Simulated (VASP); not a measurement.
Wanted: the native input for a VASP 6.6.1 run.

```yaml
Task: single point
Functional: revPBE
Potentials_or_basis: VASP PAW PBE potentials, release 64 (Cu)
Cutoff: 520 eV
k_mesh: 14 × 14 × 8
Occupations: fermi-dirac, width 0.1 eV
Spin: no spin polarisation
Dipole_correction: no
Further_INCAR_settings: ALGO = Normal; EDIFF = 1e-06; NBANDS = 18
```

The structure of Cu lies in POSCAR:

```
Cu
1.0
    2.5883303632      0.0000000000      0.0000000000
   -1.2941651816      2.2415598480      0.0000000000
    0.0000000000      0.0000000000      4.2375839915
Cu
2
Direct
    0.3333333333      0.6666666667      0.2500000000
    0.6666666667      0.3333333333      0.7500000000
```

This isn't the form of Cu at room conditions, which is fcc.

The input as run:

INCAR

```
SYSTEM = Cu
PREC     = Accurate       ! precision mode
ENCUT    = 520            ! plane-wave cutoff, eV
EDIFF    = 1E-6           ! SCF threshold, eV
ISMEAR   = -1             ! smearing method
SIGMA    = 0.1            ! smearing width, eV
LREAL    = .False.        ! projectors in reciprocal space
LASPH    = .True.         ! aspherical terms in the spheres
NELM     = 80             ! most SCF steps
ALGO     = Normal         ! electronic algorithm
ISIF     = 2              ! what is computed and relaxed
LWAVE    = .False.        ! write WAVECAR
LCHARG   = .False.        ! write CHGCAR
GGA      = RE             ! functional
NBANDS   = 18             ! bands
```

KPOINTS

```
regular mesh
0
Gamma
  14 14 8
  0 0 0
```

Potentials or basis: VASP PAW PBE potentials, release 64 (Cu).

Launch:

```bash
$ cat potpaw_PBE.64/Cu/POTCAR > POTCAR
$ mpirun -np 1 vasp_std > vasp.out
```

Results of the run:

| Quantity | Value |
| --- | --- |
| Pressure | 0.8 GPa |
| Band gap on the k mesh | zero (bands 11 and 12 overlap by 5.44 eV) |

Caveat: the PAW data sets were made with another functional, which shifts forces and pressure a little.

Run time: 30 s on 1 thread of Intel Xeon 8259CL (shared host), peak memory 0.17 GiB.
